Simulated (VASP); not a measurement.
The system is PbS.

```
CELL_PARAMETERS angstrom
5.95558 0.00000 0.00000
0.00000 2.96854 2.96854
0.00000 -2.96854 2.96854
ATOMIC_POSITIONS crystal
Pb 0.74989 0.26052 0.76052
Pb 0.25011 0.76052 0.26052
S 0.74966 0.76048 0.26048
S 0.25034 0.26048 0.76048
```

Program: VASP 6.6.1. Alike in all runs: task single point; no spin polarisation; cell as given; k mesh 4 × 6 × 6; cutoff (eV) 520.

Task: Order these runs on this cell by their pressure, lowest first.
A. level LDA; potentials or basis VASP PAW LDA potentials, release 64 (Pb_d, S); smearing gaussian 0.01 eV
B. level PBE; potentials or basis VASP PAW PBE potentials, release 64 (Pb_d, S); smearing fermi-dirac 0.02 eV
C. level r2SCAN+rVV10; potentials or basis VASP PAW PBE potentials, release 64 (Pb_d, S); smearing fermi-dirac 0.02 eV

Result: A (-2.8 GPa), C (0.1 GPa), B (1.8 GPa).

Caveats: the PAW data sets were made with another functional, which shifts forces and pressure a little (some runs).
